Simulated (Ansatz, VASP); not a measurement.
## TaN: VASP beside Ansatz

```
Ta N
1.0
     0.00000    2.18624    2.18624
     2.18624    0.00000    2.18624
     2.18624    2.18624    0.00000
Ta N
1 1
Cartesian
  2.1862 2.1862 2.1862
  0.0000 0.0000 0.0000
```

Change from the starting cell: volume scaled by 1.01, PAW files.

Alike in both runs: task electric field gradients; functional PBEsol; k mesh 9 × 9 × 9; occupations fermi-dirac, width 0.02 eV; no spin polarisation.

|  | VASP | Ansatz |
| --- | --- | --- |
| version | VASP 6.6.1 | Ansatz 0.2.0 |
| potentials or method | VASP PAW PBE potentials, release 64 (Ta_pv, N) | PAW with Ansatz's default frozen-core files, scalar-relativistic |
| plane-wave cutoff (eV) | 520 | 420 |
| valence electrons in the cell | 16 | 18 |

Ansatz gave:

```
pressure (GPa) : 0.7
```

**Question.** Which values does VASP return?

**Answer.** Pressure (GPa): 1.7.

VASP's potentials were made for PBE, not for PBEsol. VASP's potentials hold 16 valence electrons a cell and Ansatz's 18, so a difference there can come from the potentials and not from the codes.

Neither program's run includes spin-orbit coupling.
